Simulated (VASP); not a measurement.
NaH, 2 atoms in the cell. Symmetry: Fm-3m, No. 225, cubic system. The conventional cell has a = 4.864 Å, b = 4.864 Å, c = 4.864 Å, α = 90.00°, β = 90.00°, γ = 90.00°. Na (site symmetry m-3m) has 6 H at 2.43 Å within 3.2 Å. Within 3.2 Å of H (site symmetry m-3m) lie 6 Na at 2.43 Å. 

- Program: VASP 6.6.1
- Task: single point
- Functional: PBEsol
- Potentials or basis: VASP PAW PBE potentials, release 64 (Na_pv, H)
- Cutoff: 520 eV
- k mesh: 9 × 9 × 9
- Occupations: fermi-dirac, width 0.03 eV
- Spin: no spin polarisation
- Dipole correction: no
- Further INCAR settings: ALGO = Normal; EDIFF = 1e-06; NBANDS = 11

Potentials or basis: VASP PAW PBE potentials, release 64 (Na_pv, H).

Run with:

```bash
$ cat potpaw_PBE.64/Na_pv/POTCAR potpaw_PBE.64/H/POTCAR > POTCAR
$ mpirun -np 1 vasp_std > vasp.out
```

Hardware: 1 thread of Intel Xeon 8259CL, on a shared host.

Task: Estimate the wall time of this run.

Result: Run time: 20 s on 1 thread of Intel Xeon 8259CL, with other jobs on the host, peak memory 0.15 GiB. Counts: scf iterations 11, k points 35.
